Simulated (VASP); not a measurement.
Crystal: LiF2.

```
CELL_PARAMETERS angstrom
4.77162 0.00000 0.00000
0.00000 3.81204 0.00000
0.00000 0.00000 4.42509
ATOMIC_POSITIONS crystal
Li 0.00000 0.50000 0.25000
Li 0.50000 0.50000 0.75000
F 0.33333 0.28327 0.45752
F 0.66667 0.28327 0.45752
F 0.16667 0.71673 0.95752
F 0.83333 0.71673 0.95752
```

The cell was generated, and may not be a known phase.

```yaml
Program: VASP 6.6.1
Task: relaxation of cell and atoms
Functional: PBE
Potentials_or_basis: VASP PAW PBE potentials, release 64 (Li_sv, F)
Cutoff: 600 eV
k_mesh: 4 × 4 × 4
Occupations: gaussian, width 0.1 eV
Spin: no spin polarisation
```

At the start: pressure 15.1 GPa; volume 13.42 Å³/atom.

Question: How do energy, volume and symmetry change on relaxing?

Answer: Over 60 steps the energy falls by 568.0 meV/atom and the volume is 10.70 Å³/atom (-20.2 %); space group Pmn2_1 (No. 31, to 0.1 Å) before, Imm2 (No. 44, to 0.1 Å).

Step by step:
```tsv
step	energy change (eV)	largest force (eV/Å)	pressure (GPa)	volume (Å³)
1	0.0000	7.0413	15.10	80.49
3	-1.6842	0.5097	-3.58	94.69
5	-1.9924	0.1062	-1.63	87.09
7	-2.0025	0.1731	-1.29	86.59
9	-2.0050	0.2666	-0.95	86.19
11	-2.2305	0.3830	0.20	82.63
13	-2.3600	1.0502	3.30	78.01
15	-2.4855	1.1172	3.16	77.77
17	-2.5952	1.1028	3.97	77.03
19	-2.7938	0.2152	-0.65	81.57
21	-2.8486	0.0914	-0.71	79.80
23	-2.8623	0.0967	-0.50	78.65
25	-2.8839	0.4109	1.92	71.28
27	-2.9067	0.2097	0.69	73.81
29	-2.9414	0.1795	-0.34	70.59
31	-2.9523	0.1626	-0.14	71.16
33	-2.9816	0.3690	-0.02	69.79
35	-2.9877	0.2866	-0.13	69.95
37	-3.0275	0.2437	-0.49	69.14
39	-3.1364	0.2637	-1.20	65.94
41	-3.1385	0.2625	-1.12	65.77
43	-3.1416	0.2491	-1.04	65.43
45	-3.1864	0.2178	-0.04	63.21
47	-3.2302	0.2412	0.30	62.46
49	-3.2804	0.0973	0.54	62.58
51	-3.3124	0.3373	0.94	62.95
53	-3.3650	0.1660	-0.64	64.65
55	-3.3881	0.1083	0.71	63.30
57	-3.4034	0.0947	-0.13	64.13
59	-3.4070	0.0490	0.11	64.08
60	-3.4080	0.0250	-0.01	64.20
```

Final structure:
```
CELL_PARAMETERS angstrom
4.07794 0.00000 0.00000
0.00000 3.12736 0.00000
0.00000 0.00000 5.03397
ATOMIC_POSITIONS crystal
Li 0.00000 0.75485 0.28379
Li 0.50000 0.24515 0.78379
F 0.24885 0.25319 0.44062
F 0.75115 0.25319 0.44062
F 0.25115 0.74681 0.94062
F 0.74885 0.74681 0.94062
```

Caveat: the k points lie up to 0.50 Å⁻¹ apart in the final cell, too coarse for converged energies and pressures of a metal; the cutoff is under 1.25 times the usual one of these potentials, so pressure, stress and relaxed cells hold a basis-set (Pulay) error; the volume moved by over 15 % at a fixed basis, so the end points are rough.
